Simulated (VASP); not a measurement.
Set up this calculation in VASP 6.6.1, as the native input.

```
Task                   : single point
Functional             : PBEsol
Potentials or basis    : VASP PAW PBE potentials, release 64 (Nb_sv, H)
Cutoff                 : 520 eV
k mesh                 : 3 × 3 × 3
Occupations            : gaussian, width 0.1 eV
Spin                   : no spin polarisation
Dipole correction      : no
Further INCAR settings : LREAL = Auto; ALGO = Normal; EDIFF = 1e-06; NBANDS = 118
```

The structure of Nb16H (a cell with a defect) lies in POSCAR:

```
Nb16H
1.0
    6.6000000000      0.0000000000      0.0000000000
    0.0000000000      6.6000000000      0.0000000000
    0.0000000000      0.0000000000      6.6000000000
Nb H
16 1
Direct
    0.0001427273      0.0008931818      0.0004575758
    0.4994557576      0.0008924242      0.0004586364
   -0.0013236364      0.5016078788     -0.0024306061
    0.0113287879     -0.0030742424      0.5059362121
    0.2497996970      0.2499251515      0.2499175758
    0.5009246970      0.5016071212     -0.0024293939
    0.4882666667     -0.0030751515      0.5059374242
    0.7497998485      0.2589722727      0.2421756061
   -0.0002457576      0.4995115152      0.4982189394
    0.2497990909      0.7490436364      0.2518745455
    0.2497995455      0.2478015152      0.7511003030
    0.4998443939      0.4995107576      0.4982198485
    0.7497990909      0.7528625758      0.2495833333
    0.7497993939      0.2509510606      0.7487737879
    0.2497986364      0.7463798485      0.7532021212
    0.7497984848      0.7488940909      0.7511090909
    0.7497975758      0.0379116667      0.4199103030
```

The input as run:

INCAR

```
ALGO = Normal ; EDIFF = 1E-6
ENCUT = 520 ; GGA = PS
ISIF = 2 ; ISMEAR = 0
LASPH = True ; LCHARG = False
LREAL = Auto ; LWAVE = False
NBANDS = 118 ; NELM = 80
PREC = Accurate ; SIGMA = 0.1
```

KPOINTS

```
k-points
0
Gamma
  3 3 3
```

Potentials or basis: VASP PAW PBE potentials, release 64 (Nb_sv, H).

The run is started by

```sh
$ cat potpaw_PBE.64/Nb_sv/POTCAR potpaw_PBE.64/H/POTCAR > POTCAR
$ mpirun -np 1 vasp_std > vasp.out
```

It gave:

| Quantity | Value |
| --- | --- |
| Pressure | -3.8 GPa |
| Largest force | 0.423 eV/Å |
| Band gap on the k mesh | zero (an odd number of electrons rules out a gap without spin polarisation) |

Caveat: the PAW data sets were made with another functional, which shifts forces and pressure a little.

It took 13 min on 1 thread of AMD EPYC 7R13 Processor (Zen 3) (shared host), peak memory 0.43 GiB.
